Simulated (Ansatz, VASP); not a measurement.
## BiTe in VASP and in Ansatz

The input INCAR:

```
PREC     = Accurate       # precision mode
ENCUT    = 520            # plane-wave cutoff, eV
EDIFF    = 1E-7           # SCF threshold, eV
ISMEAR   = -1             # smearing method
SIGMA    = 0.05           # smearing width, eV
LREAL    = F              # projectors in reciprocal space
LASPH    = T              # aspherical terms in the spheres
NELM     = 60             # most SCF steps
ALGO     = Normal         # electronic algorithm
ISIF     = 2              # what is computed and relaxed
LWAVE    = F              # write WAVECAR
LCHARG   = F              # write CHGCAR
GGA      = PS             # functional
NBANDS   = 18             # bands
```

The input KPOINTS:

```
regular mesh
0
Gamma
  7 7 7
```

Contents of POSCAR:

```
BiTe
1.0
    0.0000000000      3.2564244654      3.2564244654
    3.2564244654      0.0000000000      3.2564244654
    3.2564244654      3.2564244654      0.0000000000
Bi Te
1 1
Direct
    0.0000000000      0.0000000000      0.0000000000
    0.5000000000      0.5000000000      0.5000000000
```

input.yaml

```yaml
crystal:
  lattice:
    - [0.0, 3.2564244654, 3.2564244654]
    - [3.2564244654, 0.0, 3.2564244654]
    - [3.2564244654, 3.2564244654, 0.0]
  atoms:
    - { symbol: Bi, position: [0.0, 0.0, 0.0] }
    - { symbol: Te, position: [0.5, 0.5, 0.5] }
hamiltonian:
  xc: pbesol
  pseudopotentials: { kind: paw }
kpoints:
  mp_grid: { grid: [7, 7, 7] }
scf:
  occupations: { method: fermi_dirac, width: 0.05 }
output:
  forces: true
  stress: true
  eigenvalues: true
```

Alike in both runs: task single point; functional PBEsol; k mesh 7 × 7 × 7; occupations fermi-dirac, width 0.05 eV; no spin polarisation.

|  | VASP | Ansatz |
| --- | --- | --- |
| version | VASP 6.6.1 | Ansatz 0.2.0 |
| potentials or method | VASP PAW PBE potentials, release 64 (Bi_d, Te) | Ansatz PAW |
| plane-wave cutoff (eV) | 520 | 420 |
| valence electrons in the cell | 21 | 31 |

```tsv
	VASP	Ansatz	Ansatz less VASP
gap on the k mesh at the Fermi level (eV)	none	none	-
pressure (GPa)	-2.4	-2.4	+0.02
```

VASP's potentials were made for PBE, not for PBEsol. A gap of «none» marks a metal or a gap that the smearing closes. VASP's potentials hold 21 valence electrons a cell and Ansatz's 31, so a difference there can come from the potentials and not from the codes.

Spin-orbit coupling is off throughout.
